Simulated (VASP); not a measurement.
Write the native input for VASP 6.6.1 that does the following.

```
Task                   : single point
Functional             : PBE
Potentials or basis    : VASP PAW PBE potentials, release 64 (Ga_d, N)
Cutoff                 : 700 eV
k mesh                 : 1 × 1 × 1, shifted
Occupations            : fermi-dirac, width 0.01 eV
Spin                   : no spin polarisation
Dipole correction      : no
Further INCAR settings : LREAL = Auto; ALGO = Normal; EDIFF = 1e-06; NBANDS = 366; ISYM = -1
```

The structure of GaN lies in POSCAR:

```
GaN
1.0
    9.6558640378      0.0000000000      0.0000000000
   -4.8279320189      8.3622235522      0.0000000000
    0.0000000000      0.0000000000     10.4870679887
Ga N
36 36
Direct
    0.2233309819      0.1115298552      0.2497566815
    0.1118361301      0.2230371192      0.4997579760
    0.2233424828      0.1115357924      0.7498000833
    0.1118567344      0.2230630389      0.9997753893
    0.2233487082      0.4448915576      0.2497565196
    0.1118543698      0.5563704862      0.4997514200
    0.2233432325      0.4448674153      0.7497738361
    0.1118577991      0.5563745886      0.9997629176
    0.2233276024      0.7781958960      0.2497458897
    0.1118205435      0.8897017353      0.4997653726
    0.2233357091      0.7781862340      0.7497807634
    0.1118605490      0.8897352727      0.9997596593
    0.5566753979      0.1115134687      0.2497540824
    0.4451738048      0.2230613862      0.4997944825
    0.5566697366      0.1115404196      0.7498031955
    0.4451562755      0.2230390530      0.9998027815
    0.5566928303      0.4448887172      0.2497923413
    0.4451714885      0.5563378502      0.4997852924
    0.5566628227      0.4448744283      0.7498109025
    0.4451667483      0.5563717197      0.9997819682
    0.5566756806      0.7782158886      0.2497619855
    0.4451734924      0.8896907372      0.4997671795
    0.5566536377      0.7781721957      0.7497816901
    0.4451814557      0.8897065872      0.9997843496
    0.8899884884      0.1115063204      0.2497639055
    0.7785044694      0.2230336011      0.4997797575
    0.8900362894      0.1115302306      0.7497785569
    0.7785184835      0.2230528023      0.9997800134
    0.8900274226      0.4448958269      0.2497704858
    0.7785116180      0.5563851093      0.4997912758
    0.8899879719      0.4448479378      0.7497868173
    0.7785021917      0.5563767443      0.9997905533
    0.8900034768      0.7782053505      0.2497553110
    0.7784928249      0.8896863327      0.4997526383
    0.8900200711      0.7782182102      0.7497868286
    0.7784957278      0.8896802214      0.9997828751
    0.2229302769      0.1118933957      0.4381758347
    0.1121979146      0.2226381473      0.1881776475
    0.2229365100      0.1119320013      0.9381868216
    0.1122281165      0.2226418210      0.6881747838
    0.2229427785      0.4452349415      0.4381688976
    0.1122150967      0.5559759869      0.1881563129
    0.2229534289      0.4452446212      0.9381754059
    0.1122080036      0.5559726063      0.6881747656
    0.2229271140      0.7785671748      0.4381712044
    0.1121915372      0.8892838333      0.1881592800
    0.2229256285      0.7785657806      0.9381914488
    0.1122215200      0.8892992205      0.6881756013
    0.5562460362      0.1119058954      0.4381636342
    0.4455437761      0.2226402518      0.1881899334
    0.5562639478      0.1119038653      0.9381991371
    0.4455324002      0.2226463673      0.6882059683
    0.5562797965      0.4452537109      0.4381963139
    0.4455566021      0.5559853171      0.1881774466
    0.5562487520      0.4452309731      0.9382023582
    0.4455376870      0.5559511838      0.6881896275
    0.5562531988      0.7785450325      0.4381727222
    0.4455063203      0.8892745022      0.1881662867
    0.5562502940      0.7785630324      0.9381853629
    0.4455513462      0.8892960157      0.6881836187
    0.8895967017      0.1118987929      0.4381818559
    0.7788861307      0.2226384402      0.1881647319
    0.8896046384      0.1118951091      0.9381919158
    0.7788807219      0.2226151373      0.6881891913
    0.8895865998      0.4452384291      0.4381772097
    0.7788882089      0.5559857977      0.1881831772
    0.8896131231      0.4452520374      0.9381902418
    0.7788692545      0.5559747771      0.6881991831
    0.8895719638      0.7785606686      0.4381536821
    0.7788533439      0.8892719784      0.1881710001
    0.8895983855      0.7785696109      0.9381891909
    0.7788517544      0.8892929197      0.6881663461
```

The input as run:

INCAR

```
  PREC = Accurate
  ENCUT = 700
  EDIFF = 1E-6
  ISMEAR = -1
  SIGMA = 0.01
  LREAL = Auto
  LASPH = True
  NELM = 120
  ALGO = Normal
  ISIF = 2
  LWAVE = False
  LCHARG = True
  GGA = PE
  LELF = True
  LVHAR = True
  NBANDS = 366
  GGA_COMPAT = False
  ISYM = -1
```

KPOINTS

```
explicit points
1
Reciprocal
  0.25000000   0.25000000   0.25000000 1
```

Potentials or basis: VASP PAW PBE potentials, release 64 (Ga_d, N).

Command:

```bash
$ cat potpaw_PBE.64/Ga_d/POTCAR potpaw_PBE.64/N/POTCAR > POTCAR
$ mpirun -np 1 vasp_std > vasp.out
```

It gave:

* Pressure: -0.1 GPa
* Largest force: 0.008 eV/Å
* Band gap on the k mesh: 3.50 eV

Caveat: a shifted mesh leaves out Γ, where band edges can lie.

Run time: 53 min on 1 thread of AMD EPYC 7R43 64-Core Processor (Zen 3), with other jobs on the host, peak memory 1.4 GiB.
